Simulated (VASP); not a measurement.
# YNbSe4 (F-43m) in VASP: notebook

The runs below take YNbSe4 through single point, relaxation of cell and atoms, with PBE.

Everything below comes from runs of VASP 6.6.1. Logs are shortened: lines on timing, memory, paths and dates and some standing lists are left out, and cuts for length are marked.

## Step 1: The cell of the first run

The structure is cubic, space group F-43m (No. 216). Conventional cell: a = 8.093 Å, b = 8.093 Å, c = 8.093 Å, α = 90.00°, β = 90.00°, γ = 90.00°. Y (site symmetry -43m) has 12 Se at 3.36 Å and 4 Nb at 3.50 Å within 4.4 Å. Within 4.4 Å of Nb (site symmetry -43m) lie 12 Se at 3.35 Å and 4 Y at 3.50 Å. Se (site symmetry 3m) has 6 Se at 2.86 to 2.87 Å and 3 Nb at 3.35 Å and 3 Y at 3.36 Å within 3.8 Å.

The cell was generated, and may not be a known phase.

## Step 2: Single point, PBE, collinear spin

INCAR

```
SYSTEM = YNbSe4
PREC = Accurate
ENCUT = 520
EDIFF = 1E-6
ISMEAR = 0
SIGMA = 0.1
LREAL = .FALSE.
LASPH = .TRUE.
NELM = 150
ALGO = Normal
ISIF = 2
LWAVE = .FALSE.
LCHARG = .FALSE.
ISPIN = 2
MAGMOM = 0.17 2.04 0.01 0.01 0.01 0.01
LORBIT = 11
LMAXMIX = 4
GGA = PE
NBANDS = 37
```

KPOINTS

```
Automatic mesh
0
G
  4 4 4
  0 0 0
```

POSCAR

```
YNbSe4
1.0
    0.0000000000      4.0465171677      4.0465171677
    4.0465171677      0.0000000000      4.0465171677
    4.0465171677      4.0465171677      0.0000000000
Y Nb Se
1 1 4
Direct
    0.0000000000      0.0000000000      0.0000000000
    0.2500000000      0.2500000000      0.2500000000
    0.6247532820      0.6247532820      0.1257401541
    0.6247532820      0.6247532820      0.6247532820
    0.1257401541      0.6247532820      0.6247532820
    0.6247532820      0.1257401541      0.6247532820
```

Potentials or basis: VASP PAW PBE potentials, release 64 (Y_sv, Nb_sv, Se).

Run with:

```sh
cat potpaw_PBE.64/Y_sv/POTCAR potpaw_PBE.64/Nb_sv/POTCAR potpaw_PBE.64/Se/POTCAR > POTCAR
mpirun -np 1 vasp_std > vasp.out
```

OUTCAR:

```text
SYSTEM = YNbSe4
   PREC = Accurate
   ENCUT = 520
   EDIFF = 1E-6
   ISMEAR = 0
   LREAL = .FALSE.
   LASPH = .TRUE.
   NELM = 150
   ISIF = 2
   ISPIN = 2
   LORBIT = 11
   GGA = PE

 ion  position               nearest neighbor table
   1  0.000  0.000  0.000-   5 3.36   6 3.36   3 3.36   4 3.36   4 3.36   4 3.36   6 3.36   5 3.36
                             6 3.36   3 3.36   3 3.36   5 3.36   2 3.50   2 3.50   2 3.50   2 3.50
   2  0.250  0.250  0.250-   1 3.50   1 3.50   1 3.50   1 3.50
   3  0.625  0.625  0.126-   1 3.36   1 3.36   1 3.36
   4  0.625  0.625  0.625-   1 3.36   1 3.36   1 3.36
   5  0.126  0.625  0.625-   1 3.36   1 3.36   1 3.36
   6  0.625  0.126  0.625-   1 3.36   1 3.36   1 3.36

  LATTYP: Found a face centered cubic cell.
 ALAT       =     8.0930343354

  Lattice vectors:

 A1 = (   0.0000000000,   4.0465171677,   4.0465171677)
 A2 = (   4.0465171677,   0.0000000000,   4.0465171677)
 A3 = (   4.0465171677,   4.0465171677,   0.0000000000)

Analysis of symmetry for initial positions (statically):
=====================================================================
 Subroutine PRICEL returns:
 Original cell was already a primitive cell.

 Routine SETGRP: Setting up the symmetry group for a
 face centered cubic supercell.

 Subroutine GETGRP returns: Found 24 space group operations
 (whereof 24 operations were pure point group operations)
 out of a pool of 48 trial point group operations.

The static configuration has the point symmetry T_d .

Analysis of symmetry for dynamics (positions and initial velocities):
=====================================================================
 Subroutine PRICEL returns:
 Original cell was already a primitive cell.

 Routine SETGRP: Setting up the symmetry group for a
 face centered cubic supercell.

 Subroutine GETGRP returns: Found 24 space group operations
 (whereof 24 operations were pure point group operations)
 out of a pool of 48 trial point group operations.

The dynamic configuration has the point symmetry T_d .

Analysis of structural, dynamic, and magnetic symmetry:
=====================================================================
 Subroutine PRICEL returns:
 Original cell was already a primitive cell.

 Routine SETGRP: Setting up the symmetry group for a
 face centered cubic supercell.

 Subroutine GETGRP returns: Found 24 space group operations
 (whereof 24 operations were pure point group operations)
 out of a pool of 48 trial point group operations.

The overall configuration has the point symmetry T_d .

 Subroutine INISYM returns: Found 24 space group operations
 (whereof 24 operations are pure point group operations),
 and found     1 'primitive' translations

----------------------------------------------------------------------------------------

                                     Primitive cell

  volume of cell :     132.5178

  direct lattice vectors                    reciprocal lattice vectors
     0.000000000  4.046517168  4.046517168    -0.123563049  0.123563049  0.123563049
     4.046517168  0.000000000  4.046517168     0.123563049 -0.123563049  0.123563049
     4.046517168  4.046517168  0.000000000     0.123563049  0.123563049 -0.123563049

  length of vectors
     5.722639459  5.722639459  5.722639459     0.214017479  0.214017479  0.214017479

  position of ions in fractional coordinates (direct lattice)
     0.000000000  0.000000000  0.000000000
     0.250000000  0.250000000  0.250000000
     0.624753282  0.624753282  0.125740154
     0.624753282  0.624753282  0.624753282
     0.125740154  0.624753282  0.624753282
     0.624753282  0.125740154  0.624753282

  ion indices of the primitive-cell ions
   primitive index   ion index
                 1           1
                 2           2
                 3           3
                 4           4
                 5           5
                 6           6

----------------------------------------------------------------------------------------

 KPOINTS: Automatic mesh

Automatic generation of k-mesh.
 Grid dimensions read from file:
 generate k-points for:    4    4    4

 Generating k-lattice:

  Cartesian coordinates                     Fractional coordinates (reciprocal lattice)
    -0.030890762  0.030890762  0.030890762     0.250000000  0.000000000  0.000000000
     0.030890762 -0.030890762  0.030890762     0.000000000  0.250000000  0.000000000
     0.030890762  0.030890762 -0.030890762     0.000000000  0.000000000  0.250000000

  Length of vectors
     0.053504370  0.053504370  0.053504370

  Shift w.r.t. Gamma in fractional coordinates (k-lattice)
     0.000000000  0.000000000  0.000000000

 Subroutine IBZKPT returns following result:
 ===========================================

 Found      8 irreducible k-points:

 Following reciprocal coordinates:
            Coordinates               Weight
  0.000000  0.000000  0.000000      1.000000
  0.250000  0.000000  0.000000      8.000000
  0.500000  0.000000  0.000000      4.000000
  0.250000  0.250000  0.000000      6.000000
  0.500000  0.250000  0.000000     24.000000
 -0.250000  0.250000  0.000000     12.000000
  0.500000  0.500000  0.000000      3.000000
 -0.250000  0.500000  0.250000      6.000000
   k-points           NKPTS =      8   k-points in BZ     NKDIM =      8   number of bands    NBANDS=     37
   number of dos      NEDOS =    301   number of ions     NIONS =      6
   total plane-waves  NPLWV = 110592
   dimension x,y,z NGX =    48 NGY =   48 NGZ =   48
   dimension x,y,z NGXF=    96 NGYF=   96 NGZF=   96
   ions per type =               1   1   4
   NGX,Y,Z   is equivalent  to a cutoff of  13.94, 13.94, 13.94 a.u.
   NGXF,Y,Z  is equivalent  to a cutoff of  27.89, 27.89, 27.89 a.u.
 SYSTEM =  YNbSe4
   PREC   = accura    normal or accurate (medium, high low for compatibility)
   ISTART =      0    job   : 0-new  1-cont  2-samecut
   ICHARG =      2    charge: 1-file 2-atom 10-const
   ISPIN  =      2    spin polarized calculation?
   LNONCOLLINEAR =      F non collinear calculations
   LSORBIT =      F    spin-orbit coupling
   LASPH  =      T    aspherical Exc in radial PAW
   ENCUT  =  520.0 eV  38.22 Ry    6.18 a.u.  10.64 10.64 10.64*2*pi/ulx,y,z
   NELM   =    150;   NELMIN=  2; NELMDL= -5     # of ELM steps
   EDIFF  = 0.1E-05   stopping-criterion for ELM
   LREAL  =      F    real-space projection
   EDIFFG = 0.1E-04   stopping-criterion for IOM
   NSW    =      0    number of steps for IOM
   IBRION =     -1    ionic relax: 0-MD 1-quasi-New 2-CG
   NFREE  =      0    steps in history (QN), initial steepest desc. (CG)
   ISIF   =      2    stress and relaxation
   ISYM   =      2    0-nonsym 1-usesym 2-fastsym
   POTIM  = 0.5000    time-step for ionic-motion
   TEBEG  =    0.0;   TEEND  =   0.0 temperature during run
   PSTRESS=    0.0 pullay stress
   NELECT =      48.0000    total number of electrons
   NUPDOWN=      -1.0000    fix difference up-down
   EMIN   =  10.00;   EMAX   =-10.00  energy-range for DOS
   EFERMI =   0.00;   METHOD = LEGACY
   ISMEAR =     0;   SIGMA  =   0.10  broadening in eV -4-tet -1-fermi 0-gaus
   EFERMI_NEDOS =   21; number of points for ismear=-14 and -15
   IALGO  =     38    algorithm
   IMIX   =      4    mixing-type and parameters
     AMIX     =   0.40;   BMIX     =  1.00
     AMIX_MAG =   1.60;   BMIX_MAG =  1.00
  volume/ion in A,a.u.               =      22.09       149.05
  Fermi-wavevector in a.u.,A,eV,Ry     =   1.166981  2.205275 18.529028  1.361845
  Thomas-Fermi vector in A             =   2.303487
   LORBIT       =     11    0 simple, 1 ext, 2 COOP (PROOUT), +10 PAW based schemes
   GGA     = PE    functional components
   LHFCALC =     F    Hartree Fock is set to
   AEXX    =    0.0000 exact exchange contribution
   IVDW    =     0    specifies the selected vdW correction
   LEPSILON=     F    determine dielectric tensor
   LRPA    =     F    only Hartree local field effects (RPA)
 spin polarized calculation
 Gauss-broadening in eV      SIGMA  =   0.10
  energy-cutoff  :      520.00
  volume of cell :      132.52
 maximum number of plane-waves:      3591
 NGX is ok and might be reduce to    48
   NGX = 21   NGY = 21   NGZ = 21

 number of electron      47.9999999 magnetization       2.6296449

 Free energy of the ion-electron system (eV)
  ---------------------------------------------------
  ext. energy  EPLUGINS =         0.00000000
  ---------------------------------------------------
  free energy    TOTEN  =       -28.09624913 eV

  energy without entropy =      -28.06635325  energy(sigma->0) =      -28.08130119

 E-fermi :   6.4950     XC(G=0): -10.5217

 val. band max:        6.4782332347   @ k =   0.2500   0.2500   0.0000
 cond. band min:       6.4980267951   @ k =  -0.2500   0.5000   0.2500
 fundamental gap:      0.0197935604
 Fermi energy:         6.4949864231

 spin component 1

 k-point     1 :       0.0000    0.0000    0.0000
  band No.  band energies     occupation
      1     -49.4706      1.00000
      2     -37.1574      1.00000
      3     -25.5937      1.00000
      4     -25.5937      1.00000
      5     -25.5937      1.00000
      6     -17.1184      1.00000
[... 28 lines left out ...]
     35       9.6403      0.00000
     36       9.9079      0.00000

 k-point     2 :       0.2500    0.0000    0.0000
  band No.  band energies     occupation
      1     -49.4706      1.00000
      2     -37.1574      1.00000
      3     -25.5940      1.00000
      4     -25.5938      1.00000
      5     -25.5938      1.00000
      6     -17.1234      1.00000
[... 28 lines left out ...]
     35       9.6514      0.00000
     36      10.1939      0.00000
[... 193 lines left out ...]
     35       9.8067      0.00000
     36      10.1788      0.00000

 k-point     8 :      -0.2500    0.5000    0.2500
  band No.  band energies     occupation
      1     -49.4706      1.00000
      2     -37.1574      1.00000
      3     -25.5945      1.00000
      4     -25.5942      1.00000
      5     -25.5937      1.00000
      6     -17.1250      1.00000
[... 28 lines left out ...]
     35      10.6557      0.00000
     36      10.9249      0.00000
 Fermi energy:         6.4949864231

 spin component 2

 k-point     1 :       0.0000    0.0000    0.0000
  band No.  band energies     occupation
      1     -48.4060      1.00000
      2     -37.0879      1.00000
      3     -24.3750      1.00000
      4     -24.3750      1.00000
      5     -24.3750      1.00000
      6     -17.0338      1.00000
[... 28 lines left out ...]
     35       9.7274      0.00000
     36      10.1365      0.00000

 k-point     2 :       0.2500    0.0000    0.0000
  band No.  band energies     occupation
      1     -48.4060      1.00000
      2     -37.0879      1.00000
      3     -24.3754      1.00000
      4     -24.3752      1.00000
      5     -24.3752      1.00000
      6     -17.0387      1.00000
[... 28 lines left out ...]
     35       9.8343      0.00000
     36      10.5229      0.00000
[... 193 lines left out ...]
     35      10.3123      0.00000
     36      10.4955      0.00000

 k-point     8 :      -0.2500    0.5000    0.2500
  band No.  band energies     occupation
      1     -48.4060      1.00000
      2     -37.0879      1.00000
      3     -24.3760      1.00000
      4     -24.3756      1.00000
      5     -24.3751      1.00000
      6     -17.0404      1.00000
[... 28 lines left out ...]
     35      11.0772      0.00000
     36      11.3975      0.00000
 [bands above 36 left out]

------------------------ aborting loop because EDIFF is reached ----------------------------------------

  FORCE on cell =-STRESS in cart. coord.  units (eV):
  Direction    XX          YY          ZZ          XY          YZ          ZX
  --------------------------------------------------------------------------------------
  -------------------------------------------------------------------------------------
  Total        0.0059719      0.0059719      0.0059719      0.0000000      0.0000000      0.0000000
  in kB        0.0722020      0.0722020      0.0722020      0.0000000      0.0000000      0.0000000
  external PRESSURE =       0.0722020 kB  Pullay stress =       0.0000000 kB

 VOLUME and BASIS-vectors are now :
 -----------------------------------------------------------------------------
  energy-cutoff  :      520.00
  volume of cell :      132.52
      direct lattice vectors                 reciprocal lattice vectors
     0.000000000  4.046517168  4.046517168    -0.123563049  0.123563049  0.123563049
     4.046517168  0.000000000  4.046517168     0.123563049 -0.123563049  0.123563049
     4.046517168  4.046517168  0.000000000     0.123563049  0.123563049 -0.123563049

 POSITION                                       TOTAL-FORCE (eV/Angst)
 -----------------------------------------------------------------------------------
      0.00000      0.00000      0.00000         0.000000     -0.000000     -0.000000
      2.02326      2.02326      2.02326         0.000000     -0.000000     -0.000000
      3.03688      3.03688      5.05615         0.000073      0.000073     -0.000073
      5.05615      5.05615      5.05615        -0.000073     -0.000073     -0.000073
      5.05615      3.03688      3.03688        -0.000073      0.000073      0.000073
      3.03688      5.05615      3.03688         0.000073     -0.000073      0.000073
 -----------------------------------------------------------------------------------
    total drift:                               -0.000000     -0.000000     -0.000000

  FREE ENERGIE OF THE ION-ELECTRON SYSTEM (eV)
  ---------------------------------------------------
  free  energy   TOTEN  =       -28.0962491269 eV

  energy  without entropy=      -28.0663532546  energy(sigma->0) =      -28.08130119

 total charge

# of ion       s       p       d       f       tot
--------------------------------------------------
    1        2.174   6.151   0.868   0.029   9.223
    2        2.121   5.908   2.495   0.000  10.524
    3        1.537   2.124   0.066   0.000   3.727
    4        1.537   2.124   0.066   0.000   3.727
    5        1.537   2.124   0.066   0.000   3.727
    6        1.537   2.124   0.066   0.000   3.727
--------------------------------------------------
tot         10.442  20.554   3.629   0.029  34.654

 magnetization (x)

# of ion       s       p       d       f       tot
--------------------------------------------------
    1        0.011   0.047   0.118   0.004   0.180
    2        0.027   0.017   1.536   0.000   1.580
    3        0.004  -0.005   0.006   0.000   0.005
    4        0.004  -0.005   0.006   0.000   0.005
    5        0.004  -0.005   0.006   0.000   0.005
    6        0.004  -0.005   0.006   0.000   0.005
--------------------------------------------------
tot          0.054   0.042   1.680   0.004   1.781
```

Wall time 94 s (1 thread of AMD EPYC 9R45 (Zen 5), shared host); peak memory 0.41 GiB.

Results:

```
Free energy                                           : -28.0962 eV
Pressure                                              : 0.0 GPa
Net moment                                            : 2.63 μB per cell
Site moments                                          : Y +0.18; Nb +1.58; Se +0.01 μB
Valence electrons inside the program's atomic spheres : Y 9.22; Nb 10.52; Se 3.73
```

Levels at points of the mesh, in eV from the Fermi level:
Spin up:
| k point | band 22 | band 23 | band 24 | band 25 | band 26 | band 27 | band 28 | band 29 |
| --- | --- | --- | --- | --- | --- | --- | --- | --- |
| (0.00, 0.00, 0.00) | -0.77 | 0.62 | 0.62 | 0.73 | 0.73 | 0.73 | 1.57 | 1.57 |
| (0.50, 0.00, 0.00) | -1.65 | -0.31 | -0.31 | 0.14 | 0.19 | 0.19 | 0.82 | 1.35 |
| (0.50, 0.50, 0.00) | -2.98 | -1.03 | -1.03 | -0.40 | -0.15 | 0.98 | 1.27 | 1.27 |
Spin down:
| k point | band 19 | band 20 | band 21 | band 22 | band 23 | band 24 | band 25 | band 26 |
| --- | --- | --- | --- | --- | --- | --- | --- | --- |
| (0.00, 0.00, 0.00) | -1.20 | 0.33 | 0.33 | 0.33 | 0.70 | 0.70 | 0.70 | 1.86 |
| (0.50, 0.00, 0.00) | -3.07 | -3.07 | -2.74 | -0.80 | 0.78 | 0.78 | 0.78 | 1.03 |
| (0.50, 0.50, 0.00) | -3.12 | -3.08 | -2.92 | -2.92 | 0.03 | 0.03 | 0.81 | 0.96 |

## Step 3: Relaxation of cell and atoms, PBE, collinear spin

This run uses another cell than the first one, of 25.75 Å³/atom.

INCAR

```
SYSTEM = YNbSe4
PREC = Accurate
ENCUT = 600
EDIFF = 1E-7
ISMEAR = 0
SIGMA = 0.1
LREAL = .FALSE.
LASPH = .TRUE.
NELM = 150
ALGO = Normal
ISIF = 3
LWAVE = .FALSE.
LCHARG = .FALSE.
ISPIN = 2
MAGMOM = 0.17 2.04 0.01 0.01 0.01 0.01
LORBIT = 11
LMAXMIX = 4
GGA = PE
IBRION = 2
NSW = 90
EDIFFG = -0.04
```

KPOINTS is that of step 2.

POSCAR

```
YNbSe4
1.0
    0.0000000000      4.2589151300      4.2589151300
    4.2589151300      0.0000000000      4.2589151300
    4.2589151300      4.2589151300      0.0000000000
Y Nb Se
1 1 4
Direct
    0.0000000000      0.0000000000      0.0000000000
    0.2500000000      0.2500000000      0.2500000000
    0.6251497400      0.6251497400      0.1245507900
    0.6251497400      0.6251497400      0.6251497400
    0.1245507900      0.6251497400      0.6251497400
    0.6251497400      0.1245507900      0.6251497400
```

Potentials or basis: VASP PAW PBE potentials, release 64 (Y_sv, Nb_sv, Se).

Run with:

```sh
cat potpaw_PBE.64/Y_sv/POTCAR potpaw_PBE.64/Nb_sv/POTCAR potpaw_PBE.64/Se/POTCAR > POTCAR
mpirun -np 1 vasp_std > vasp.out
```

It took 3.8 min on 1 thread of AMD EPYC 9R45 (Zen 5), shared host; peak memory 0.45 GiB.

The run converged. Its results:

```
Free energy                                           : -28.0977 eV
Relaxed volume                                        : 22.02 Å³/atom
Relaxed cell                                          : a = 5.717 Å, b = 5.717 Å, c = 5.717 Å, α = 60.00°, β = 60.00°, γ = 60.00°
Space group after relaxing (to 0.1 Å)                 : F-43m (No. 216)
Energy gained by relaxing                             : 71.4 meV/atom
Ionic steps                                           : 3
Pressure after relaxing                               : 0.2 GPa
Largest force after relaxing                          : 0.036 eV/Å
Net moment                                            : 2.60 μB per cell
Site moments                                          : Y +0.18; Nb +1.56; Se +0.01 μB
Valence electrons inside the program's atomic spheres : Y 9.23; Nb 10.53; Se 3.73
```

Forces in eV/Å, atoms in the order of the input:
```
Y    0.000  0.000  0.000
Nb   0.000  0.000  0.000
Se  -0.021 -0.021  0.021
Se   0.021  0.021  0.021
Se   0.021 -0.021 -0.021
Se  -0.021  0.021 -0.021
```

The path:
| step | energy change (eV) | largest force (eV/Å) | pressure (GPa) | volume (Å³) |
| --- | --- | --- | --- | --- |
| 1 | 0.0000 | 0.1500 | -6.07 | 154.50 |
| 2 | -0.4272 | 0.0228 | -0.47 | 133.71 |
| 3 | -0.4286 | 0.0358 | 0.19 | 132.11 |

Final structure:
```
CELL_PARAMETERS angstrom
0.00000 4.04236 4.04236
4.04236 0.00000 4.04236
4.04236 4.04236 0.00000
ATOMIC_POSITIONS crystal
Y 0.00000 0.00000 0.00000
Nb 0.25000 0.25000 0.25000
Se 0.62462 0.62462 0.12615
Se 0.62462 0.62462 0.62462
Se 0.12615 0.62462 0.62462
Se 0.62462 0.12615 0.62462
```

Levels at points of the mesh, in eV from the Fermi level:
Spin up:
| k point | band 23 | band 24 | band 25 | band 26 | band 27 | band 28 |
| --- | --- | --- | --- | --- | --- | --- |
| (0.00, 0.00, 0.00) | 0.62 | 0.62 | 0.73 | 0.73 | 0.73 | 1.58 |
| (0.50, 0.00, 0.00) | -0.30 | -0.30 | 0.14 | 0.19 | 0.19 | 0.83 |
| (0.50, 0.50, 0.00) | -1.03 | -1.03 | -0.40 | -0.14 | 1.00 | 1.28 |
Spin down:
| k point | band 20 | band 21 | band 22 | band 23 | band 24 | band 25 |
| --- | --- | --- | --- | --- | --- | --- |
| (0.00, 0.00, 0.00) | 0.32 | 0.32 | 0.32 | 0.70 | 0.70 | 0.70 |
| (0.50, 0.00, 0.00) | -3.08 | -2.75 | -0.81 | 0.78 | 0.78 | 0.79 |
| (0.50, 0.50, 0.00) | -3.08 | -2.93 | -2.93 | 0.02 | 0.02 | 0.80 |
